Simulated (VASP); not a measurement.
# Ga16N17 (a cell with a defect) in VASP: further runs

The runs below take Ga16N17 (a cell with a defect) through single point, with PBE.

Everything below comes from runs of VASP 6.6.1. Logs are shortened: lines on timing, memory, paths and dates and some standing lists are left out, and cuts for length are marked.

### Step 1. The cell of the first run

The cell holds a defect, 33 atoms: a = 7.878 Å, b = 7.878 Å, c = 7.878 Å, α = 109.47°, β = 109.47°, γ = 109.47°.

### Step 2. Single point, PBE

File INCAR:

```
PREC = Accurate
ENCUT = 520
EDIFF = 1E-6
ISMEAR = 0
SIGMA = 0.01
LREAL = Auto
LASPH = T
NELM = 100
ALGO = Normal
ISIF = 2
LWAVE = F
LCHARG = F
GGA = PE
NBANDS = 168
NELECT = 294.0
```

File KPOINTS:

```
Automatic mesh
0
Gamma
  2 2 2
  0.5 0.5 0.5
```

File POSCAR:

```
Ga16N17
1.0
    4.5484769875      4.5484769875      4.5484769875
   -4.5484769875      4.5484769875     -4.5484769875
   -4.5484769875     -4.5484769875      4.5484769875
Ga N
16 17
Direct
    0.5034868306      0.7472819627      0.7472819627
    0.5027180373      0.5062048679      0.0000000000
    0.7437951321      0.4937951321      0.7465131694
    0.4949308803      0.2449308803      0.2449308803
    0.7562048679      0.2527180373      0.0000000000
   -0.0027180373      0.2534868306      0.7472819627
    0.5027180373      0.0000000000      0.5062048679
    0.7562048679      0.0000000000      0.2527180373
    0.0050691197      0.0000000000      0.0000000000
    0.2500000000      0.0000000000      0.7550691197
    0.7437951321      0.7465131694      0.4937951321
   -0.0027180373      0.7472819627      0.2534868306
    0.2500000000      0.7550691197      0.0000000000
   -0.0034868306      0.4937951321      0.4937951321
    0.2500000000      0.5062048679      0.2527180373
    0.2500000000      0.2527180373      0.5062048679
    0.7516636982      0.0000000000      0.0000000000
    0.7500000000      0.7500000000      0.2500000000
   -0.0192997786      0.7307002214      0.0000000000
    0.7483363018      0.4983363018      0.4983363018
    0.0000000000      0.5000000000      0.2500000000
    0.2500000000      0.5016636982      0.0000000000
    0.7500000000      0.2500000000      0.7500000000
    0.0000000000      0.2500000000      0.5000000000
    0.2500000000      0.2692997786      0.2692997786
    0.5192997786      0.2692997786      0.0000000000
   -0.0192997786      0.0000000000      0.7307002214
    0.2500000000      0.0000000000      0.5016636982
    0.5192997786      0.0000000000      0.2692997786
    0.2500000000      0.7307002214      0.7307002214
    0.5000000000      0.7500000000      0.5000000000
    0.5000000000      0.5000000000      0.7500000000
    0.2500000000      0.0000000000      0.0000000000
```

Potentials or basis: VASP PAW PBE potentials, release 64 (Ga_d, N).

On the command line:

```sh
cat potpaw_PBE.64/Ga_d/POTCAR potpaw_PBE.64/N/POTCAR > POTCAR
mpirun -np 1 vasp_std > vasp.out
```

OUTCAR:

```text
PREC = Accurate
   ENCUT = 520
   EDIFF = 1E-6
   ISMEAR = 0
   LREAL = Auto
   LASPH = T
   NELM = 100
   ISIF = 2
   GGA = PE
   NELECT = 294.0

 ion  position               nearest neighbor table
   1  0.503  0.747  0.747-  30 1.91  32 1.95  31 1.95  17 1.98
   2  0.503  0.506  0.000-  26 1.91  18 1.95  32 1.95  22 1.98
   3  0.744  0.494  0.747-  19 1.91  23 1.95  32 1.95  20 1.98
   4  0.495  0.245  0.245-  33 1.93  20 2.00  26 2.07  29 2.07  25 2.07
   5  0.756  0.253  0.000-  26 1.91  23 1.95  21 1.95  17 1.98
   6  0.997  0.253  0.747-  27 1.91  24 1.95  23 1.95  22 1.98
   7  0.503  0.000  0.506-  29 1.91  23 1.95  31 1.95  28 1.98
   8  0.756  0.000  0.253-  29 1.91  24 1.95  18 1.95  17 1.98
   9  0.005  0.000  0.000-  33 1.93  17 2.00  25 2.07  27 2.07  19 2.07
  10  0.250  0.000  0.755-  33 1.93  28 2.00  26 2.07  30 2.07  27 2.07
  11  0.744  0.747  0.494-  27 1.91  18 1.95  31 1.95  20 1.98
  12  0.997  0.747  0.253-  19 1.91  21 1.95  18 1.95  28 1.98
  13  0.250  0.755  0.000-  33 1.93  22 2.00  29 2.07  30 2.07  19 2.07
  14  0.997  0.494  0.494-  30 1.91  24 1.95  21 1.95  20 1.98
  15  0.250  0.506  0.253-  25 1.91  31 1.95  21 1.95  22 1.98
  16  0.250  0.253  0.506-  25 1.91  32 1.95  24 1.95  28 1.98
  17  0.752  0.000  0.000-   5 1.98   8 1.98   1 1.98   9 2.00
  18  0.750  0.750  0.250-  11 1.95   8 1.95   2 1.95  12 1.95
  19  0.981  0.731  0.000-  12 1.91   3 1.91   9 2.07  13 2.07
[... 12 lines left out ...]
  32  0.500  0.500  0.750-   3 1.95  16 1.95   2 1.95   1 1.95
  33  0.250  0.000  0.000-   4 1.93   9 1.93  10 1.93  13 1.93

  LATTYP: Found a body centered cubic cell.
 ALAT       =     9.0969539750

  Lattice vectors:

 A1 = (   4.5484769875,   4.5484769875,   4.5484769875)
 A2 = (  -4.5484769875,   4.5484769875,  -4.5484769875)
 A3 = (  -4.5484769875,  -4.5484769875,   4.5484769875)

Analysis of symmetry for initial positions (statically):
=====================================================================
 Subroutine PRICEL returns:
 Original cell was already a primitive cell.

 Routine SETGRP: Setting up the symmetry group for a
 body centered cubic supercell.

 Subroutine GETGRP returns: Found 24 space group operations
 (whereof  6 operations were pure point group operations)
 out of a pool of 48 trial point group operations.

The static configuration has the point symmetry C_3v.
 The point group associated with its full space group is T_d .

Analysis of symmetry for dynamics (positions and initial velocities):
=====================================================================
 Subroutine PRICEL returns:
 Original cell was already a primitive cell.

 Routine SETGRP: Setting up the symmetry group for a
 body centered cubic supercell.

 Subroutine GETGRP returns: Found 24 space group operations
 (whereof  6 operations were pure point group operations)
 out of a pool of 48 trial point group operations.

The dynamic configuration has the point symmetry C_3v.
 The point group associated with its full space group is T_d .

 Subroutine INISYM returns: Found 24 space group operations
 (whereof  6 operations are pure point group operations),
 and found     1 'primitive' translations

----------------------------------------------------------------------------------------

                                     Primitive cell

  volume of cell :     376.4073

  direct lattice vectors                    reciprocal lattice vectors
     4.548476987  4.548476987  4.548476987     0.000000000  0.109926906  0.109926906
    -4.548476987  4.548476987 -4.548476987    -0.109926906  0.109926906  0.000000000
    -4.548476987 -4.548476987  4.548476987    -0.109926906  0.000000000  0.109926906

  length of vectors
     7.878193239  7.878193239  7.878193239     0.155460121  0.155460121  0.155460121

  position of ions in fractional coordinates (direct lattice)
     0.503486831  0.747281963  0.747281963
     0.502718037  0.506204868  0.000000000
     0.743795132  0.493795132  0.746513169
     0.494930880  0.244930880  0.244930880
     0.756204868  0.252718037  0.000000000
     0.997281963  0.253486831  0.747281963
[... 25 lines left out ...]
     0.500000000  0.500000000  0.750000000
     0.250000000  0.000000000  0.000000000

  ion indices of the primitive-cell ions
   primitive index   ion index
                 1           1
                 2           2
                 3           3
                 4           4
                 5           5
                 6           6
[... 25 lines left out ...]
                32          32
                33          33

----------------------------------------------------------------------------------------

 KPOINTS: Automatic mesh

Automatic generation of k-mesh.
 Grid dimensions read from file:
 generate k-points for:    2    2    2

 Generating k-lattice:

  Cartesian coordinates                     Fractional coordinates (reciprocal lattice)
     0.000000000  0.054963453  0.054963453     0.500000000  0.000000000  0.000000000
    -0.054963453  0.054963453  0.000000000     0.000000000  0.500000000  0.000000000
    -0.054963453  0.000000000  0.054963453     0.000000000  0.000000000  0.500000000

  Length of vectors
     0.077730060  0.077730060  0.077730060

  Shift w.r.t. Gamma in fractional coordinates (k-lattice)
     0.500000000  0.500000000  0.500000000

 Subroutine IBZKPT returns following result:
 ===========================================

 Found      2 irreducible k-points:

 Following reciprocal coordinates:
            Coordinates               Weight
  0.250000  0.250000  0.250000      2.000000
 -0.250000  0.250000  0.250000      6.000000
   k-points           NKPTS =      2   k-points in BZ     NKDIM =      2   number of bands    NBANDS=    168
   number of dos      NEDOS =    301   number of ions     NIONS =     33
   total plane-waves  NPLWV = 216000
   dimension x,y,z NGX =    60 NGY =   60 NGZ =   60
   dimension x,y,z NGXF=   120 NGYF=  120 NGZF=  120
   ions per type =              16  17
   NGX,Y,Z   is equivalent  to a cutoff of  12.66, 12.66, 12.66 a.u.
   NGXF,Y,Z  is equivalent  to a cutoff of  25.32, 25.32, 25.32 a.u.
 SYSTEM =  unknown system
   PREC   = accura    normal or accurate (medium, high low for compatibility)
   ISTART =      0    job   : 0-new  1-cont  2-samecut
   ICHARG =      2    charge: 1-file 2-atom 10-const
   ISPIN  =      1    spin polarized calculation?
   LNONCOLLINEAR =      F non collinear calculations
   LSORBIT =      F    spin-orbit coupling
   LASPH  =      T    aspherical Exc in radial PAW
   ENCUT  =  520.0 eV  38.22 Ry    6.18 a.u.  14.65 14.65 14.65*2*pi/ulx,y,z
   NELM   =    100;   NELMIN=  2; NELMDL= -5     # of ELM steps
   EDIFF  = 0.1E-05   stopping-criterion for ELM
   LREAL  =      T    real-space projection
   EDIFFG = 0.1E-04   stopping-criterion for IOM
   NSW    =      0    number of steps for IOM
   IBRION =     -1    ionic relax: 0-MD 1-quasi-New 2-CG
   NFREE  =      0    steps in history (QN), initial steepest desc. (CG)
   ISIF   =      2    stress and relaxation
   ISYM   =      2    0-nonsym 1-usesym 2-fastsym
   POTIM  = 0.5000    time-step for ionic-motion
   TEBEG  =    0.0;   TEEND  =   0.0 temperature during run
   PSTRESS=    0.0 pullay stress
   NELECT =     294.0000    total number of electrons
   NUPDOWN=      -1.0000    fix difference up-down
   EMIN   =  10.00;   EMAX   =-10.00  energy-range for DOS
   EFERMI =   0.00;   METHOD = LEGACY
   ISMEAR =     0;   SIGMA  =   0.01  broadening in eV -4-tet -1-fermi 0-gaus
   EFERMI_NEDOS =   21; number of points for ismear=-14 and -15
   IALGO  =     38    algorithm
   IMIX   =      4    mixing-type and parameters
     AMIX     =   0.40;   BMIX     =  1.00
     AMIX_MAG =   1.60;   BMIX_MAG =  1.00
  volume/ion in A,a.u.               =      11.41        76.97
  Fermi-wavevector in a.u.,A,eV,Ry     =   1.507664  2.849072 30.926739  2.273051
  Thomas-Fermi vector in A             =   2.618220
   LORBIT       =      0    0 simple, 1 ext, 2 COOP (PROOUT), +10 PAW based schemes
   GGA     = PE    functional components
   LHFCALC =     F    Hartree Fock is set to
   AEXX    =    0.0000 exact exchange contribution
   IVDW    =     0    specifies the selected vdW correction
   LEPSILON=     F    determine dielectric tensor
   LRPA    =     F    only Hartree local field effects (RPA)
 non-spin polarized calculation
 Gauss-broadening in eV      SIGMA  =   0.01
  energy-cutoff  :      520.00
  volume of cell :      376.41
 maximum number of plane-waves:     10168
 NGX is ok and might be reduce to    60
   NGX = 29   NGY = 29   NGZ = 29

 number of electron     294.0000003 magnetization

 Free energy of the ion-electron system (eV)
  ---------------------------------------------------
  ext. energy  EPLUGINS =         0.00000000
  ---------------------------------------------------
  free energy    TOTEN  =      -188.58416724 eV

  energy without entropy =     -188.57209494  energy(sigma->0) =     -188.57813109

 E-fermi :   6.0796     XC(G=0): -11.6732

 val. band max:        6.0756200802   @ k =  -0.2500   0.2500   0.2500
 cond. band min:       6.0799569686   @ k =  -0.2500   0.2500   0.2500
 fundamental gap:      0.0043368884
 Fermi energy:         6.0795610030

 k-point     1 :       0.2500    0.2500    0.2500
  band No.  band energies     occupation
      1     -10.6327      2.00000
      2     -10.2191      2.00000
      3     -10.2191      2.00000
      4     -10.2191      2.00000
      5      -9.8505      2.00000
      6      -9.8505      2.00000
[... 151 lines left out ...]
    158      10.4747      0.00000
    159      10.5070      0.00000

 k-point     2 :      -0.2500    0.2500    0.2500
  band No.  band energies     occupation
      1     -10.7473      2.00000
      2     -10.2288      2.00000
      3     -10.0529      2.00000
      4      -9.9889      2.00000
      5      -9.9889      2.00000
      6      -9.9030      2.00000
[... 151 lines left out ...]
    158      10.8809      0.00000
    159      10.8809      0.00000
 [bands above 159 left out]

------------------------ aborting loop because EDIFF is reached ----------------------------------------

  FORCE on cell =-STRESS in cart. coord.  units (eV):
  Direction    XX          YY          ZZ          XY          YZ          ZX
  --------------------------------------------------------------------------------------
  -------------------------------------------------------------------------------------
  Total       25.0986212     25.0986212     25.0986212     -0.0000000     -0.0000000      0.0000000
  in kB      106.8322685    106.8322685    106.8322685     -0.0000000     -0.0000000      0.0000000
  external PRESSURE =     106.8322685 kB  Pullay stress =       0.0000000 kB

 VOLUME and BASIS-vectors are now :
 -----------------------------------------------------------------------------
  energy-cutoff  :      520.00
  volume of cell :      376.41
      direct lattice vectors                 reciprocal lattice vectors
     4.548476987  4.548476987  4.548476987     0.000000000  0.109926906  0.109926906
    -4.548476987  4.548476987 -4.548476987    -0.109926906  0.109926906  0.000000000
    -4.548476987 -4.548476987  4.548476987    -0.109926906  0.000000000  0.109926906

 POSITION                                       TOTAL-FORCE (eV/Angst)
 -----------------------------------------------------------------------------------
     -4.50789      2.29010      2.29010        -0.001041     -0.005123     -0.005123
     -0.01586      4.58906     -0.01586         0.005123     -0.001041      0.005123
     -2.25838      2.23365      4.53262        -0.005123      0.001041      0.005123
      0.02306      2.25118      2.25118        -0.000022      0.000022      0.000022
      2.29010      4.58906      2.29010        -0.005123     -0.001041     -0.005123
     -0.01586      2.29010      6.78213         0.005123     -0.005123      0.001041
[... 25 lines left out ...]
     -3.41136      1.13712      3.41136        -0.000000     -0.000000     -0.000000
      1.13712      1.13712      1.13712        -0.000000     -0.000000     -0.000000
 -----------------------------------------------------------------------------------
    total drift:                                0.000015     -0.000015     -0.000015

  FREE ENERGIE OF THE ION-ELECTRON SYSTEM (eV)
  ---------------------------------------------------
  free  energy   TOTEN  =      -188.5841672411 eV

  energy  without entropy=     -188.5720949358  energy(sigma->0) =     -188.57813109
```

Run time: 4.3 min. Hardware: 1 thread of Intel Xeon 6975P-C (Granite Rapids), shared host; peak memory 0.5 GiB.

Results:

- Free energy: -188.5842 eV
- Largest force: 0.022 eV/Å

Forces in eV/Å, atoms in the order of the input:
```
Ga  -0.001 -0.005 -0.005
Ga   0.005 -0.001  0.005
Ga  -0.005  0.001  0.005
Ga   0.000  0.000  0.000
Ga  -0.005 -0.001 -0.005
Ga   0.005 -0.005  0.001
Ga   0.005  0.005 -0.001
Ga  -0.005 -0.005 -0.001
Ga   0.000  0.000  0.000
Ga   0.000  0.000  0.000
Ga  -0.005  0.005  0.001
Ga   0.005  0.001 -0.005
Ga   0.000  0.000  0.000
Ga  -0.001  0.005  0.005
Ga   0.001 -0.005  0.005
Ga   0.001  0.005 -0.005
N   -0.009 -0.009 -0.009
N    0.000  0.000  0.000
N    0.000 -0.022  0.000
N   -0.009  0.009  0.009
N    0.000  0.000  0.000
N    0.009 -0.009  0.009
N    0.000  0.000  0.000
N    0.000  0.000  0.000
N   -0.022  0.000  0.000
N    0.000  0.022  0.000
N    0.000  0.000 -0.022
N    0.009  0.009 -0.009
N    0.000  0.000  0.022
N    0.022  0.000  0.000
N    0.000  0.000  0.000
N    0.000  0.000  0.000
N    0.000  0.000  0.000
```

Caveat: the k points lie up to 0.49 Å⁻¹ apart; the cell carries a net charge on a neutralising background, which shifts energy and pressure; the cell is charged against a uniform background, so pressure and absolute levels hang on convention.

### Step 3. Single point, PBE

File INCAR:

```
SYSTEM = Ga16N17
PREC     = Accurate       ! precision mode
ENCUT    = 520            ! plane-wave cutoff, eV
EDIFF    = 1E-6           ! SCF threshold, eV
ISMEAR   = 0              ! smearing method
SIGMA    = 0.01           ! smearing width, eV
LREAL    = Auto         
LASPH    = .TRUE.         ! aspherical terms in the spheres
NELM     = 100            ! most SCF steps
ALGO     = Normal         ! electronic algorithm
ISIF     = 2              ! what is computed and relaxed
LWAVE    = .FALSE.        ! write WAVECAR
LCHARG   = .TRUE.         ! write CHGCAR
GGA      = PE             ! functional
LELF     = .TRUE.         ! ELF
LVHAR    = .TRUE.       
NBANDS   = 168            ! bands
NELECT   = 294.0
```

KPOINTS is that of step 2.

File POSCAR:

```
Ga16N17
1.0
    4.5484769875      4.5484769875      4.5484769875
   -4.5484769875      4.5484769875     -4.5484769875
   -4.5484769875     -4.5484769875      4.5484769875
Ga N
16 17
Direct
    0.5029396986      0.7481331179      0.7481331179
    0.5018668821      0.5048065807      0.0000000000
    0.7451934193      0.4951934193      0.7470603014
    0.5024246797      0.2524246797      0.2524246797
    0.7548065807      0.2518668821      0.0000000000
   -0.0018668821      0.2529396986      0.7481331179
    0.5018668821      0.0000000000      0.5048065807
    0.7548065807      0.0000000000      0.2518668821
   -0.0024246797      0.0000000000      0.0000000000
    0.2500000000      0.0000000000      0.7475753203
    0.7451934193      0.7470603014      0.4951934193
   -0.0018668821      0.7481331179      0.2529396986
    0.2500000000      0.7475753203      0.0000000000
   -0.0029396986      0.4951934193      0.4951934193
    0.2500000000      0.5048065807      0.2518668821
    0.2500000000      0.2518668821      0.5048065807
    0.7489584901      0.0000000000      0.0000000000
    0.7500000000      0.7500000000      0.2500000000
   -0.0134753598      0.7365246402      0.0000000000
    0.7510415099      0.5010415099      0.5010415099
    0.0000000000      0.5000000000      0.2500000000
    0.2500000000      0.4989584901      0.0000000000
    0.7500000000      0.2500000000      0.7500000000
    0.0000000000      0.2500000000      0.5000000000
    0.2500000000      0.2634753598      0.2634753598
    0.5134753598      0.2634753598      0.0000000000
   -0.0134753598      0.0000000000      0.7365246402
    0.2500000000      0.0000000000      0.4989584901
    0.5134753598      0.0000000000      0.2634753598
    0.2500000000      0.7365246402      0.7365246402
    0.5000000000      0.7500000000      0.5000000000
    0.5000000000      0.5000000000      0.7500000000
    0.2500000000      0.0000000000      0.0000000000
```

Potentials or basis: VASP PAW PBE potentials, release 64 (Ga_d, N).

On the command line:

```sh
cat potpaw_PBE.64/Ga_d/POTCAR potpaw_PBE.64/N/POTCAR > POTCAR
mpirun -np 1 vasp_std > vasp.out
```

It took 4.8 min on 1 thread of Intel Xeon 6975P-C (Granite Rapids), shared host; peak memory 0.5 GiB.

The run converged. Its results:

```
Free energy   : -188.2875 eV
Largest force : 1.291 eV/Å
```

Forces in eV/Å, atoms in the order of the input:
```
Ga   0.043 -0.275 -0.275
Ga   0.275  0.043  0.275
Ga  -0.275 -0.043  0.275
Ga   0.745 -0.745 -0.745
Ga  -0.275  0.043 -0.275
Ga   0.275 -0.275 -0.043
Ga   0.275  0.275  0.043
Ga  -0.275 -0.275  0.043
Ga   0.745  0.745  0.745
Ga  -0.745 -0.745  0.745
Ga  -0.275  0.275 -0.043
Ga   0.275 -0.043 -0.275
Ga  -0.745  0.745 -0.745
Ga   0.043  0.275  0.275
Ga  -0.043 -0.275  0.275
Ga  -0.043  0.275 -0.275
N   -0.008 -0.008 -0.008
N    0.000  0.000  0.000
N    0.000 -0.904  0.000
N   -0.008  0.008  0.008
N    0.000  0.000  0.000
N    0.008 -0.008  0.008
N    0.000  0.000  0.000
N    0.000  0.000  0.000
N   -0.904  0.000  0.000
N    0.000  0.904  0.000
N    0.000  0.000 -0.904
N    0.008  0.008 -0.008
N    0.000  0.000  0.904
N    0.904  0.000  0.000
N    0.000  0.000  0.000
N    0.000  0.000  0.000
N    0.000  0.000  0.000
```

Levels at points of the mesh, in eV from the Fermi level:
| k point | band 143 | band 144 | band 145 | band 146 | band 147 | band 148 | band 149 | band 150 | band 151 | band 152 |
| --- | --- | --- | --- | --- | --- | --- | --- | --- | --- | --- |
| (0.25, 0.25, 0.25) | -1.88 | -1.88 | -1.88 | -0.12 | -0.12 | -0.12 | 2.61 | 2.61 | 2.61 | 2.66 |

Caveat: the k points lie up to 0.49 Å⁻¹ apart; the cell carries a net charge on a neutralising background, which shifts energy and pressure; the cell is charged against a uniform background, so pressure and absolute levels hang on convention.

(Part 1 of 2 ends here.)
